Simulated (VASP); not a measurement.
Runs of VASP 6.6.1 on KI. The structure is that of space group F-43m (No. 216), or close to it. The cells are those of the table. 

```csv
task,level,potentials or basis,cell,k mesh,cutoff (eV),smearing,grid for exact exchange (PRECFOCK),share of exact exchange,screening parameter,gap on the mesh (eV),pressure (GPa),relaxed volume (Å³/atom)
single point,r2SCAN,"VASP PAW PBE potentials, release 64 (K_sv, I)","a = 5.609 Å, angles 60.0°, 2 atoms",6 × 6 × 6,520,gaussian 0.01 eV,-,-,-,4.47,0.0,-
single point,r2SCAN0,"VASP PAW PBE potentials, release 64 (K_sv, I)","a = 5.609 Å, angles 60.0°, 2 atoms",4 × 4 × 4,520,gaussian 0.01 eV,Normal,0.25,-,(c),(b),-
relaxation of cell and atoms,r2SCAN,"VASP PAW PBE potentials, release 64 (K_sv, I)","relaxed from a = 5.653 Å, angles 60.0°, 2 atoms",6 × 6 × 6,600,fermi-dirac 0.02 eV,-,-,-,4.47,0.0,(a)
single point,PBE0,"VASP PAW PBE potentials, release 64 (K_sv, I)","a = 5.609 Å, angles 60.0°, 2 atoms",4 × 4 × 4,520,gaussian 0.01 eV,Normal,0.25,-,5.60,0.1,-
single point,r2SCAN,"VASP PAW PBE potentials, release 64 (K_sv, I)","a = 5.609 Å, angles 60.0°, 2 atoms",6 × 6 × 6,520,fermi-dirac 0.02 eV,-,-,-,4.47,0.0,-
relaxation of cell and atoms,PBEsol,"VASP PAW PBE potentials, release 64 (K_sv, I)","relaxed from a = 5.653 Å, angles 60.0°, 2 atoms",6 × 6 × 6,600,fermi-dirac 0.02 eV,-,-,-,3.96,0.0,60.78
single point,HSE06,"VASP PAW PBE potentials, release 64 (K_sv, I)","a = 5.609 Å, angles 60.0°, 2 atoms",4 × 4 × 4,520,gaussian 0.01 eV,Normal,0.25,0.2079 1/Å,4.88,0.1,-
single point,HSE06,"VASP PAW PBE potentials, release 64 (K_sv, I)","a = 5.630 Å, angles 60.0°, 2 atoms",4 × 4 × 4,520,fermi-dirac 0.02 eV,Normal,0.25,0.2079 1/Å,4.86,0.0,-
relaxation of cell and atoms,LDA,"VASP PAW LDA potentials, release 64 (K_sv, I)","relaxed from a = 5.653 Å, angles 60.0°, 2 atoms",6 × 6 × 6,600,fermi-dirac 0.02 eV,-,-,-,3.80,0.0,56.02
single point,LDA,"VASP PAW LDA potentials, release 64 (K_sv, I)","a = 5.609 Å, angles 60.0°, 2 atoms",6 × 6 × 6,520,gaussian 0.01 eV,-,-,-,3.65,-0.8,-
dielectric tensor,PBE,"VASP PAW PBE potentials, release 64 (K_sv, I)","a = 5.609 Å, angles 60.0°, 2 atoms",6 × 6 × 6,520,gaussian 0.01 eV,-,-,-,3.93,-,-
```

Alike in all rows: no spin polarisation.

Question: Fill in the values left out.

Answer: (a) 62.48; (b) -0.1; (c) 5.85.

Caveats: spin-orbit coupling is left out, which moves the levels of the heavy elements; the PAW data sets were made with another functional, which shifts forces and pressure a little (at least some runs).

A k mesh can miss the band edges, and the runs leave out spin-orbit coupling on I.
